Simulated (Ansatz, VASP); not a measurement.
## VO2 in VASP and in Ansatz

File POSCAR:

```
VO2
1.0
    4.5500000000      0.0000000000      0.0000000000
    0.0000000000      4.5500000000      0.0000000000
    0.0000000000      0.0000000000      2.8500000000
V O
2 4
Direct
    0.0000000000      0.0000000000      0.0000000000
    0.5000000000      0.5000000000      0.5000000000
    0.3000000000      0.3000000000      0.0000000000
    0.7000000000      0.7000000000      0.0000000000
    0.8000000000      0.2000000000      0.5000000000
    0.2000000000      0.8000000000      0.5000000000
```

Contents of INCAR.step1:

```
SYSTEM = VO2
PREC = Accurate
ENCUT = 660
ISMEAR = -1
SIGMA = 0.1
LREAL = .False.
LASPH = .True.
NELM = 200
ISPIN = 2
MAGMOM = 1 -1 0 0 0 0
LMAXMIX = 4
NBANDS = 38
GGA = PE
ALGO = Normal
EDIFF = 1E-5
LWAVE = .True.
LCHARG = .False.
GGA_COMPAT = .False.
```

File INCAR.step2:

```
SYSTEM = VO2
PREC = Accurate
ENCUT = 660
EDIFF = 1E-6
ISMEAR = -1
SIGMA = 0.1
LREAL = .False.
LASPH = .True.
NELM = 200
ALGO = Normal
ISIF = 2
LWAVE = .False.
LCHARG = .True.
ISPIN = 2
MAGMOM = 1 -1 0 0 0 0
LORBIT = 11
LMAXMIX = 4
METAGGA = R2SCAN
LMIXTAU = .True.
LELF = .True.
LVHAR = .True.
NBANDS = 38
ISTART = 1
GGA_COMPAT = .False.
```

KPOINTS

```
Automatic mesh
0
Gamma
  3 3 4
  0 0 0
```

Input for Ansatz:

```yaml
crystal:
  lattice:
    - [4.55, 0.0, 0.0]
    - [0.0, 4.55, 0.0]
    - [0.0, 0.0, 2.85]
  atoms:
    - { symbol: V, position: [0.0, 0.0, 0.0], spin: 1.0 }
    - { symbol: V, position: [0.5, 0.5, 0.5], spin: -1.0 }
    - { symbol: O, position: [0.3, 0.3, 0.0] }
    - { symbol: O, position: [0.7, 0.7, 0.0] }
    - { symbol: O, position: [0.8, 0.2, 0.5] }
    - { symbol: O, position: [0.2, 0.8, 0.5] }
kpoints:
  mp_grid: { grid: [3, 3, 4] }
hamiltonian:
  xc: r2scan
  pseudopotentials: { kind: paw }
magnetization:
  spin_polarized: true
scf:
  occupations: { method: fermi_dirac, width: "0.1 eV" }
```

Alike in both runs: task single point; functional r2SCAN; k mesh 3 × 3 × 4; collinear spin.

|  | VASP | Ansatz |
| --- | --- | --- |
| version | VASP 6.6.1 | Ansatz development build ahead of 0.2.0 |
| potentials or method | VASP PAW PBE potentials, release 64 (V_sv, O) | PAW (an earlier, plane waves, scalar-relativistic |
| plane-wave cutoff (eV) | 660 | 1050 |
| occupations | fermi-dirac, width 0.1 eV | fermi-dirac |

|  | VASP | Ansatz | Ansatz less VASP |
| --- | --- | --- | --- |
| net moment per atom (μB) | 0.00 | 0.33 | +0.333 |
| size of the moment on the site where the two differ most (μB) | 0.78 | 0.90 | +0.119 |

The net moments are unlike, so the other rows may belong to different states. VASP's potentials were made for PBE, not for r2SCAN. Site moments also hang on the region over which each program counts them. Ansatz's warnings: seeded moment not kept, stability check not made.

The k mesh is coarse, so the values compare programs but aren't converged.
